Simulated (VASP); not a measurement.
# Cu (P1) in VASP: notebook, part 2 of 2

VASP 6.6.1. The steps go on from the part before.

### 3 Single point, LDA

This run uses another cell than the first one, of 11.46 Å³/atom.

INCAR

```
PREC = Accurate ; ENCUT = 600
EDIFF = 1E-6 ; ISMEAR = 1
SIGMA = 0.15 ; LREAL = F
LASPH = T ; NELM = 120
ALGO = Normal ; ISIF = 2
LWAVE = F ; LCHARG = F
NBANDS = 30 ; GGA_COMPAT = F
```

KPOINTS

```
Automatic mesh
0
Gamma
  7 7 2
```

POSCAR

```
Cu
1.0
    2.5307600000      0.0000000000      0.0000000000
   -1.2653800000      2.1917100000      0.0000000000
    0.0000000000      0.0000000000      8.2618200000
Cu
4
Direct
    0.0156800000      0.0041500000      0.9930900000
    0.3406900000      0.7000400000      0.2437600000
    0.0175900000      0.0113400000      0.4854500000
    0.6664500000      0.3445300000      0.7447600000
```

Potentials or basis: VASP PAW LDA potentials, release 64 (Cu).

Command:

```sh
> cat potpaw_LDA.64/Cu/POTCAR > POTCAR
> mpirun -np 1 vasp_std > vasp.out
```

OUTCAR:

```text
PREC = Accurate
   ENCUT = 600
   EDIFF = 1E-6
   ISMEAR = 1
   LREAL = F
   LASPH = T
   NELM = 120
   ISIF = 2

 ion  position               nearest neighbor table
   1  0.016  0.004  0.993-   2 2.49   4 2.50   4 2.51   2 2.55   4 2.55   2 2.57
   2  0.341  0.700  0.244-   3 2.43   1 2.49   3 2.49   3 2.50   1 2.55   1 2.57
   3  0.018  0.011  0.485-   2 2.43   2 2.49   2 2.50   4 2.57   4 2.59   4 2.62
   4  0.666  0.345  0.745-   1 2.50   1 2.51   1 2.55   3 2.57   3 2.59   3 2.62

  LATTYP: Found a hexagonal cell.
 ALAT       =     2.5307600000
 C/A-ratio  =     3.2645608434

  Lattice vectors:

 A1 = (   2.5307600000,   0.0000000000,   0.0000000000)
 A2 = (  -1.2653800000,   2.1917100000,   0.0000000000)
 A3 = (   0.0000000000,   0.0000000000,   8.2618200000)

Analysis of symmetry for initial positions (statically):
=====================================================================
 Subroutine PRICEL returns:
 Original cell was already a primitive cell.

 Routine SETGRP: Setting up the symmetry group for a
 hexagonal supercell.

[... 168 lines left out ...]
  energy without entropy =      -18.80611118  energy(sigma->0) =      -18.80392075

 E-fermi :   7.6543     XC(G=0): -13.2798

 val. band max:        7.5287909979   @ k =   0.0000   0.4286   0.0000
 cond. band min:       7.6772670498   @ k =  -0.4286   0.4286   0.0000
 fundamental gap:      0.1484760518
 Fermi energy:         7.6542513630

 k-point     1 :       0.0000    0.0000    0.0000
  band No.  band energies     occupation
      1      -1.8631      2.00000
      2       0.2165      2.00000
      3       0.3956      2.00000
      4       2.4155      2.00000
      5       4.2115      2.00000
      6       4.3456      2.00000
[... 781 lines left out ...]
     29      15.6702      0.00000
     30      17.1044      0.00000

 [... further k-points ...]

------------------------ aborting loop because EDIFF is reached ----------------------------------------

  FORCE on cell =-STRESS in cart. coord.  units (eV):
  Direction    XX          YY          ZZ          XY          YZ          ZX
  --------------------------------------------------------------------------------------
  -------------------------------------------------------------------------------------
  Total       -1.9820344     -2.2453195     -2.0915811     -0.0401911      0.0195602     -0.0323148
  in kB      -69.2966100    -78.5016813    -73.1266233     -1.4051757      0.6838706     -1.1298034
  external PRESSURE =     -73.6416382 kB  Pullay stress =       0.0000000 kB

 VOLUME and BASIS-vectors are now :
 -----------------------------------------------------------------------------
  energy-cutoff  :      600.00
  volume of cell :       45.83
      direct lattice vectors                 reciprocal lattice vectors
     2.530760000  0.000000000  0.000000000     0.395138219  0.228132372  0.000000000
    -1.265380000  2.191710000  0.000000000     0.000000000  0.456264743  0.000000000
     0.000000000  0.000000000  8.261820000     0.000000000  0.000000000  0.121038706

 POSITION                                       TOTAL-FORCE (eV/Angst)
 -----------------------------------------------------------------------------------
      0.03443      0.00910      8.20473        -0.091573      0.059354      0.007019
     -0.02361      1.53428      2.01390         0.113166     -0.091934     -0.273529
      0.03017      0.02485      4.01070        -0.088252      0.047681      0.527973
      1.25066      0.75511      6.15307         0.066658     -0.015102     -0.261462
 -----------------------------------------------------------------------------------
    total drift:                                0.001468      0.000668      0.000099

  FREE ENERGIE OF THE ION-ELECTRON SYSTEM (eV)
  ---------------------------------------------------
  free  energy   TOTEN  =       -18.8028255366 eV

  energy  without entropy=      -18.8061111769  energy(sigma->0) =      -18.80392075
```

stdout:

```text
POSCAR found type information on POSCAR Cu
 POSCAR found :  1 types and       4 ions
 scaLAPACK will be used
 LDA part: xc-table for (Slater(with rela. corr.)+CA(PZ))
 , standard interpolation
 POSCAR, INCAR and KPOINTS ok, starting setup
 FFT: planning ... GRIDC
 FFT: planning ... GRID_SOFT
 FFT: planning ... GRID
 WAVECAR not read
 entering main loop
```

It took 75 s on 1 thread of Intel Xeon Platinum 8259CL at 2.50GHz (Skylake/Cascade Lake), shared host; peak memory 0.18 GiB.

Results:

```yaml
Free_energy: -18.8028 eV
Pressure: -7.4 GPa
Largest_force: 0.537 eV/Å
Band_gap_on_the_k_mesh: zero (bands 22 and 23 overlap by 4.27 eV)
```

Forces in eV/Å, atoms in the order of the input:
```
Cu  -0.092  0.059  0.007
Cu   0.113 -0.092 -0.274
Cu  -0.088  0.048  0.528
Cu   0.067 -0.015 -0.261
```

Caveat: the k points lie up to 0.41 Å⁻¹ apart, too coarse for converged energies and pressures of a metal.

### 4 Single point, LDA

This run uses another cell than the first one, of 11.46 Å³/atom.

INCAR

```
SYSTEM = Cu
PREC = Accurate ; ENCUT = 600
EDIFF = 1E-6 ; ISMEAR = 1
SIGMA = 0.15 ; LREAL = .False.
LASPH = .True. ; NELM = 120
ALGO = Normal ; ISIF = 2
LWAVE = .False. ; LCHARG = .False.
NBANDS = 30 ; GGA_COMPAT = .False.
```

KPOINTS

```
regular mesh
0
Gamma
  7 7 2
  0 0 0
```

POSCAR: that of step 3 with these lines changed.

```diff
@@ -10,3 +10,3 @@
     0.3406900000      0.7000400000      0.2437600000
-    0.0175900000      0.0113400000      0.4854500000
+    0.0175900000      0.0113400000      0.4859341548
     0.6664500000      0.3445300000      0.7447600000
```

Command:

```sh
> cat potpaw_LDA.64/Cu/POTCAR > POTCAR
> mpirun -np 1 vasp_std > vasp.out
```

Run time: 67 s. Hardware: 1 thread of Intel Xeon Platinum 8259CL at 2.50GHz (Skylake/Cascade Lake), shared host; peak memory 0.18 GiB.

Results (log left out):

```
Free energy            : -18.8049 eV
Pressure               : -7.3 GPa
Largest force          : 0.508 eV/Å
Band gap on the k mesh : zero (bands 22 and 23 overlap by 4.27 eV)
```

Forces in eV/Å, atoms in the order of the input:
```
Cu  -0.092  0.059  0.010
Cu   0.112 -0.091 -0.256
Cu  -0.088  0.047  0.498
Cu   0.067 -0.015 -0.253
```

Stress tensor (GPa, compression positive):
```
-6.88 -0.14 -0.11
-0.14 -7.80  0.06
-0.11  0.06 -7.29
```

Levels at points of the mesh, in eV from the Fermi level:
```csv
k point,band 19,band 20,band 21,band 22,band 23,band 24,band 25,band 26
"(0.00, 0.00, 0.00)",-2.13,-1.97,-1.95,-1.70,-1.66,-0.98,3.94,12.52
"(0.00, 0.00, 0.50)",-2.24,-2.21,-1.85,-1.83,-1.76,-1.75,6.97,7.27
```

Caveat: the k points lie up to 0.41 Å⁻¹ apart, too coarse for converged energies and pressures of a metal.

### 5 Single point, LDA

This run uses another cell than the first one, of 11.46 Å³/atom.

INCAR

```
SYSTEM = Cu
  ALGO = Normal
  EDIFF = 1E-6
  ENCUT = 600
  GGA_COMPAT = .FALSE.
  ISIF = 2
  ISMEAR = 1
  LASPH = .TRUE.
  LCHARG = .TRUE.
  LELF = .TRUE.
  LREAL = .FALSE.
  LVHAR = .TRUE.
  LWAVE = .FALSE.
  NBANDS = 30
  NELM = 120
  PREC = Accurate
  SIGMA = 0.15
```

KPOINTS

```
k-points
0
G
  7 7 2
  0 0 0
```

POSCAR: that of step 4 with these lines changed.

```diff
@@ -10,3 +10,3 @@
     0.3406900000      0.7000400000      0.2437600000
-    0.0175900000      0.0113400000      0.4859341548
+    0.0175900000      0.0113400000      0.4849658452
     0.6664500000      0.3445300000      0.7447600000
```

Command:

```sh
> cat potpaw_LDA.64/Cu/POTCAR > POTCAR
> mpirun -np 1 vasp_std > vasp.out
```

Run time: 67 s. Hardware: 1 thread of Intel Xeon Platinum 8259CL at 2.50GHz (Skylake/Cascade Lake), shared host; peak memory 0.18 GiB.

The run converged. Its results:

* Free energy: -18.8007 eV
* Pressure: -7.4 GPa
* Largest force: 0.567 eV/Å
* Band gap on the k mesh: zero (bands 22 and 23 overlap by 4.26 eV)

Forces in eV/Å, atoms in the order of the input:
```
Cu  -0.092  0.060  0.004
Cu   0.114 -0.093 -0.292
Cu  -0.089  0.048  0.558
Cu   0.066 -0.015 -0.270
```

Stress tensor (GPa, compression positive):
```
-6.94 -0.15 -0.12
-0.15 -7.86  0.07
-0.12  0.07 -7.29
```

Levels at points of the mesh, in eV from the Fermi level:
| k point | band 18 | band 19 | band 20 | band 21 | band 22 | band 23 | band 24 | band 25 | band 26 | band 27 |
| --- | --- | --- | --- | --- | --- | --- | --- | --- | --- | --- |
| (0.00, 0.00, 0.00) | -2.16 | -2.13 | -1.97 | -1.95 | -1.70 | -1.66 | -0.99 | 3.93 | 12.49 | 13.04 |
| (0.00, 0.00, 0.50) | -2.27 | -2.25 | -2.21 | -1.86 | -1.83 | -1.76 | -1.75 | 6.95 | 7.28 | 19.05 |

Caveat: the k points lie up to 0.41 Å⁻¹ apart, too coarse for converged energies and pressures of a metal.
